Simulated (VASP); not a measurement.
Set up this calculation in VASP 6.6.1, as the native input.

- Task: single point
- Functional: PBE
- Potentials or basis: VASP PAW PBE potentials, release 64 (Be, Cd, S)
- Cutoff: 520 eV
- k mesh: 2 × 2 × 2
- Occupations: gaussian, width 0.1 eV
- Spin: no spin polarisation
- Dipole correction: no
- Further INCAR settings: ALGO = Normal; EDIFF = 1e-06; NBANDS = 50

The structure of BeCdS4 lies in POSCAR:

```
BeCdS4
1.0
   -5.9174030280      0.0000000000      0.0141034060
    0.0711482046      0.0000000000     -5.9679879544
    0.0000000000     -6.0058339005      0.0000000000
Be Cd S
2 2 8
Direct
    0.0000000000      0.5000000000      0.5000000000
    0.0000000000      0.0000000000      0.0000000000
    0.5000000000      0.5000000000      0.0000000000
    0.5000000000      1.0000000000      0.5000000000
    0.0722890539      0.8884083284      0.6166238135
    0.9277109461      0.1115916716      0.3833761865
    0.3676477098      0.4107636706      0.4207622785
    0.6323522902      0.5892363294      0.5792377215
    0.6323522902      0.0892363294      0.9207622785
    0.3676477098      0.9107636706      0.0792377215
    0.9277109461      0.6115916716      0.1166238135
    0.0722890539      0.3884083284      0.8833761865
```

These files were run (other wordings do the same):

INCAR

```
ALGO = Normal ; EDIFF = 1E-6
ENCUT = 520 ; GGA = PE
ISIF = 2 ; ISMEAR = 0
LASPH = T ; LCHARG = T
LELF = T ; LREAL = F
LVHAR = T ; LWAVE = F
NBANDS = 50 ; NELM = 60
PREC = Accurate ; SIGMA = 0.1
```

KPOINTS

```
k-points
0
Gamma
  2 2 2
```

Potentials or basis: VASP PAW PBE potentials, release 64 (Be, Cd, S).

Launch:

```bash
$ cat potpaw_PBE.64/Be/POTCAR potpaw_PBE.64/Cd/POTCAR potpaw_PBE.64/S/POTCAR > POTCAR
$ mpirun -np 1 vasp_std > vasp.out
```

Results of the run:

```json
{"Pressure": "0.4 GPa", "Largest force": "0.138 eV/Å", "Band gap on the k mesh": "1.61 eV, indirect (least direct gap 1.85 eV)"}
```

Caveat: the k points lie up to 0.53 Å⁻¹ apart.

Run time: 48 s on 1 thread of Intel(R) Xeon(R) 6975P-C (Granite Rapids), on a shared host, peak memory 0.35 GiB.
